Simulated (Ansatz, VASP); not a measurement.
## Si: VASP beside Ansatz

```
CELL_PARAMETERS angstrom
0.02127 2.71083 2.68956
2.71083 0.02127 2.68956
2.73210 2.73210 0.00000
ATOMIC_POSITIONS crystal
Si 0.00112 0.00112 0.99888
Si 0.24888 0.24888 0.25112
```

Alike in both runs: task single point; functional PBEsol; k mesh 10 × 10 × 10; no spin polarisation.

```csv
,VASP,Ansatz
version,VASP 6.6.1,Ansatz 0.2.0
potentials or method,"VASP PAW PBE potentials, release 64 (Si), cutoff 500 eV","scalar-relativistic, plane waves, PAW"
occupations,"gaussian, width 0.01 eV",fixed
valence electrons in the cell,8,8
```

VASP gave:

```
gap on the k mesh at the Fermi level (eV) : 0.32
least direct gap on the mesh (eV)         : 2.39
```

Problem. Estimate Ansatz's values.

Solution. gap on the k mesh at the Fermi level (eV): 0.33; least direct gap on the mesh (eV): 2.39.

VASP's potentials were made for PBE, not for PBEsol, and Ansatz warns of the same on its side.
